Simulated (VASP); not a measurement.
## SrRu3: single point with PBEsol

Crystal: SrRu3.

```
Sr Ru
1.0
     4.04699    0.00000    0.00000
     0.00000    4.04699    0.00000
     0.00000    0.00000    4.04699
Sr Ru
1 3
Direct
  0.00000 0.00000 0.00000
  0.00000 0.50000 0.50000
  0.50000 0.50000 0.00000
  0.50000 0.00000 0.50000
```

```json
{
 "Program": "VASP 6.6.1",
 "Task": "single point",
 "Functional": "PBEsol",
 "Potentials or basis": "VASP PAW PBE potentials, release 64 (Sr_sv, Ru_pv)",
 "Cutoff": "520 eV",
 "k mesh": "8 × 8 × 8",
 "Occupations": "gaussian, width 0.05 eV",
 "Spin": "no spin polarisation",
 "Dipole correction": "no",
 "Further INCAR settings": "ALGO = Normal; EDIFF = 1e-06; NBANDS = 34"
}
```

The pressure is 1.7 GPa and the band gap on the k mesh is zero (bands 26 and 27 overlap by 2.17 eV).

Levels at points of the mesh, in eV from the Fermi level:
| k point | band 23 | band 24 | band 25 | band 26 | band 27 | band 28 | band 29 | band 30 |
| --- | --- | --- | --- | --- | --- | --- | --- | --- |
| (0.00, 0.00, 0.00) | -0.83 | 0.67 | 0.67 | 1.62 | 2.04 | 2.04 | 2.04 | 4.79 |
| (0.50, 0.00, 0.00) | -1.72 | -0.42 | -0.12 | -0.11 | 0.02 | 0.02 | 0.87 | 2.05 |
| (0.50, 0.50, 0.00) | -1.18 | -1.13 | -0.66 | -0.46 | -0.46 | 0.15 | 0.18 | 0.69 |
| (0.50, 0.50, 0.50) | -0.94 | -0.26 | -0.26 | 0.90 | 1.66 | 1.66 | 1.66 | 3.62 |

It took 28 s on 1 thread of Intel(R) Xeon(R) 6975P-C (Granite Rapids) (shared host), peak memory 0.21 GiB.

Caveat: the PAW data sets were made with another functional, which shifts forces and pressure a little.
